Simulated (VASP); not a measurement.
Write the native input for VASP 6.6.1 that does the following.

- Task: single point
- Functional: LDA
- Potentials or basis: VASP PAW LDA potentials, release 64 (La, P, Br)
- Cutoff: 520 eV
- k mesh: 6 × 6 × 3
- Occupations: fermi-dirac, width 0.1 eV
- Spin: no spin polarisation
- Dipole correction: no
- Further INCAR settings: ALGO = Normal; EDIFF = 1e-06; NBANDS = 28

The structure of La2PBr2 lies in POSCAR:

```
La2PBr2
1.0
    4.2695460000      0.0000000000      0.0000000000
   -2.1347730000      3.6975360000      0.0000000000
    0.0000000000      0.0000000000     10.2033360000
La P Br
2 1 2
Direct
    0.3333330000      0.6666670000      0.8393400000
    0.6666670000      0.3333330000      0.1606600000
    0.0000000000      0.0000000000      0.0000000000
    0.6666670000      0.3333330000      0.6563970000
    0.3333330000      0.6666670000      0.3436030000
```

One way to write it, as run:

INCAR

```
  PREC = Accurate
  ENCUT = 520
  EDIFF = 1E-6
  ISMEAR = -1
  SIGMA = 0.1
  LREAL = F
  LASPH = T
  NELM = 60
  ALGO = Normal
  ISIF = 2
  LWAVE = F
  LCHARG = T
  LELF = T
  LVHAR = T
  NBANDS = 28
```

KPOINTS

```
regular mesh
0
Gamma
  6 6 3
```

Potentials or basis: VASP PAW LDA potentials, release 64 (La, P, Br).

Launch:

```console
$ cat potpaw_LDA.64/La/POTCAR potpaw_LDA.64/P/POTCAR potpaw_LDA.64/Br/POTCAR > POTCAR
$ mpirun -np 1 vasp_std > vasp.out
```

It gave:

```
Pressure      : -3.2 GPa
Largest force : 0.331 eV/Å
```

Caveat: an odd number of electrons without spin polarisation forces a metal; a magnetic or distorted state may lie lower.

Wall time 85 s on 1 thread of Intel(R) Xeon(R) Platinum 8259CL CPU @ 2.50GHz (Skylake/Cascade Lake), with other jobs on the host, peak memory 0.27 GiB.
